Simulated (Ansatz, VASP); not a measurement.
## NaScTe2 in VASP and in Ansatz

POSCAR

```
NaScTe2
1.0
    4.3526063822      0.0000000000      0.0000000000
    0.0000000000      4.3526063822      0.0000000000
    0.0000000000      0.0000000000      5.9575782650
Na Te Sc
1 2 1
Direct
    0.0000000000      0.0000000000      0.0000000000
    0.0000000000      0.0000000000      0.5000000000
    0.5000000000      0.5000000000      0.0000000000
    0.5000000000      0.5000000000      0.5000000000
```

The input INCAR.step1:

```
SYSTEM = NaScTe2
ALGO = Normal
EDIFF = 1E-4
ENCUT = 520
GGA = PE
ISMEAR = -1
LASPH = .TRUE.
LCHARG = .FALSE.
LREAL = .FALSE.
LWAVE = .TRUE.
NBANDS = 23
NELM = 100
PREC = Accurate
SIGMA = 0.02
```

Contents of INCAR.step2:

```
SYSTEM = NaScTe2
ALGO = Normal
EDIFF = 1E-7
ENCUT = 520
ISIF = 2
ISMEAR = -1
ISTART = 1
LASPH = .TRUE.
LCHARG = .FALSE.
LMIXTAU = .TRUE.
LREAL = .FALSE.
LWAVE = .FALSE.
METAGGA = R2SCAN
NBANDS = 23
NELM = 100
PREC = Accurate
SIGMA = 0.02
```

KPOINTS

```
k-points
0
G
  6 6 4
  0 0 0
```

Input for Ansatz:

```yaml
crystal:
  lattice:
    - [4.3526063822, 0.0, 0.0]
    - [0.0, 4.3526063822, 0.0]
    - [0.0, 0.0, 5.957578265]
  atoms:
    - { symbol: Na, position: [0.0, 0.0, 0.0] }
    - { symbol: Te, position: [0.0, 0.0, 0.5] }
    - { symbol: Sc, position: [0.5, 0.5, 0.5] }
    - { symbol: Te, position: [0.5, 0.5, 0.0] }
kpoints:
  mp_grid: { grid: [6, 6, 4] }
hamiltonian:
  xc: r2scan
scf:
  occupations: { method: fermi_dirac, width: 0.02 }
  n_extra_bands: 5
output:
  forces: true
  stress: true
  eigenvalues: true
```

Alike in both runs: task single point; functional r2SCAN; k mesh 6 × 6 × 4; occupations fermi-dirac, width 0.02 eV; no spin polarisation.

|  | VASP | Ansatz |
| --- | --- | --- |
| version | VASP 6.6.1 | Ansatz 0.2.0 |
| potentials or method | VASP PAW PBE potentials, release 64 (Na_pv, Te, Sc_sv) | plane waves, PAW |
| plane-wave cutoff (eV) | 520 | 500 |
| valence electrons in the cell | 30 | 52 |

```tsv
	VASP	Ansatz	Ansatz less VASP
pressure (GPa)	-1.3	-1.3	0.00
```

VASP's potentials were made for PBE, not for r2SCAN. With one functional, cell and mesh, what is left measures potentials, basis and numerics. VASP's potentials hold 30 valence electrons a cell and Ansatz's 52, so a difference there can come from the potentials and not from the codes.

Spin-orbit coupling is off throughout.
